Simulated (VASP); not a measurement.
A run of VASP 6.6.1 is set up as follows.

Contents of INCAR:

```
PREC     = Accurate       # precision mode
ENCUT    = 520            # plane-wave cutoff, eV
EDIFF    = 1E-7           # SCF threshold, eV
ISMEAR   = 0              # smearing method
SIGMA    = 0.1            # smearing width, eV
LREAL    = F              # projectors in reciprocal space
LASPH    = T              # aspherical terms in the spheres
NELM     = 150            # most SCF steps
ALGO     = Normal         # electronic algorithm
ISIF     = 2              # what is computed and relaxed
LWAVE    = F              # write WAVECAR
LCHARG   = T              # write CHGCAR
ISPIN    = 2              # spin polarisation
MAGMOM   = 0.46 0.25      # initial moments
LORBIT   = 11             # projections on sites
LMAXMIX  = 4              # l up to which the mixer works
GGA      = PE             # functional
LELF     = T              # ELF
LVHAR    = T            
NBANDS   = 20             # bands
```

Contents of KPOINTS:

```
regular mesh
0
Gamma
  6 6 6
```

Contents of POSCAR:

```
CuO
1.0
    0.0000000000      2.2174978007      2.2174978007
    2.2174978007      0.0000000000      2.2174978007
    2.2174978007      2.2174978007      0.0000000000
Cu O
1 1
Direct
    0.0000000000      0.0000000000      0.0000000000
    0.5000000000      0.5000000000      0.5000000000
```

Potentials or basis: VASP PAW PBE potentials, release 64 (Cu, O).

The run is started by

```bash
$ cat potpaw_PBE.64/Cu/POTCAR potpaw_PBE.64/O/POTCAR > POTCAR
$ mpirun -np 1 vasp_std > vasp.out
```

**Question.** What does it give for the pressure?

**Answer.** -16.4 GPa.

**Question.** Predict the net moment.

**Answer.** 0.68 μB per cell.

**Question.** Predict the site moments.

**Answer.** Cu +0.41; O +0.24 μB.

Caveat: the k points lie up to 0.41 Å⁻¹ apart; a cell with one magnetic atom can't hold antiferromagnetic order, which such compounds often take.
